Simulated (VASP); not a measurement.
Ni: relaxation of cell and atoms with PBE

The system is Ni.

```
CELL_PARAMETERS angstrom
-1.39668 1.39668 1.39668
1.39668 -1.39668 1.39668
1.39668 1.39668 -1.39668
ATOMIC_POSITIONS crystal
Ni 0.00000 0.00000 0.00000
```

```
Program                : VASP 6.6.1
Task                   : relaxation of cell and atoms
Functional             : PBE
Potentials or basis    : VASP PAW PBE potentials, release 64 (Ni)
Cutoff                 : 600 eV
k mesh                 : 21 × 21 × 21
Occupations            : fermi-dirac, width 0.1 eV
Spin                   : no spin polarisation
Dipole correction      : no
Further INCAR settings : ALGO = Normal; EDIFF = 1e-07; IBRION = 2; EDIFFG = -0.005; NSW = 60; ISIF = 3
```

```yaml
Relaxed_volume: 10.91 Å³/atom
Relaxed_cell: a = 2.420 Å, b = 2.420 Å, c = 2.420 Å, α = 109.47°, β = 109.47°, γ = 109.47°
Space_group_after_relaxing_to_0.05_Å: Im-3m (No. 229)
Energy_gained_by_relaxing: 0.0 meV/atom
Ionic_steps: 3
Pressure_after_relaxing: 0.0 GPa
Band_gap_on_the_k_mesh: zero (band 5 reaches 9.50 eV, above the bottom of band 6 at 8.51 eV)
```

Final structure:
```
Ni
1.0
    -1.39740    1.39740    1.39740
     1.39740   -1.39740    1.39740
     1.39740    1.39740   -1.39740
Ni
1
Direct
  0.00000 0.00000 0.00000
```

Levels at points of the mesh, in eV from the Fermi level:
```csv
k point,band 2,band 3,band 4,band 5,band 6,band 7,band 8,band 9
"(0.00, 0.00, 0.00)",-1.89,-1.89,-1.89,-0.57,-0.57,26.43,26.43,26.43
```

It took 31 s on 1 thread of Intel(R) Xeon(R) 6975P-C (Granite Rapids), with other jobs on the host, peak memory 0.15 GiB.

Caveat: the run has no spin polarisation, though such a crystal can be magnetic. Spin polarisation is off, so any magnetic state and its effect on volume and gap are missing.
